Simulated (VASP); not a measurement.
Here is a VASP 6.6.1 calculation.

POSCAR

```
W
1.0
    0.0000000000      1.9505458000      1.9505458000
    1.9505458000      0.0000000000      1.9505458000
    1.9505458000      1.9505458000      0.0000000000
W
1
Direct
    0.0000000000      0.0000000000      0.0000000000
```

Contents of INCAR.step1:

```
SYSTEM = W
PREC = Accurate
ENCUT = 520
ISMEAR = 0
SIGMA = 0.1
LREAL = .FALSE.
LASPH = .TRUE.
NELM = 100
NBANDS = 13
GGA = PE
ALGO = Normal
EDIFF = 1E-4
LWAVE = .TRUE.
LCHARG = .FALSE.
```

The input INCAR.step2:

```
SYSTEM = W
PREC = Accurate
ENCUT = 520
EDIFF = 1E-6
ISMEAR = 0
SIGMA = 0.1
LREAL = .FALSE.
LASPH = .TRUE.
NELM = 100
ALGO = Normal
ISIF = 2
LWAVE = .FALSE.
LCHARG = .TRUE.
METAGGA = R2SCAN
LMIXTAU = .TRUE.
LELF = .TRUE.
LVHAR = .TRUE.
NBANDS = 13
ISTART = 1
```

File KPOINTS:

```
regular mesh
0
G
  18 18 18
  0 0 0
```

Potentials or basis: VASP PAW PBE potentials, release 64 (W_sv).

Launch:

```bash
$ cat potpaw_PBE.64/W_sv/POTCAR > POTCAR
$ cp INCAR.step1 INCAR
$ mpirun -np 1 vasp_std > vasp.out
$ cp INCAR.step2 INCAR
$ mpirun -np 1 vasp_std > vasp.out
```

(1) Predict the band gap on the k mesh.

(2) What does it give for the pressure?

## Answers

(1) zero (band 7 reaches 15.46 eV, above the bottom of band 8 at 11.04 eV).

(2) 32.9 GPa.

Caveat: the cell differs from its parent crystal (functional r2SCAN, strained); the PAW data sets were made with another functional, which shifts forces and pressure a little; spin-orbit coupling is left out, which moves the levels of the heavy elements.
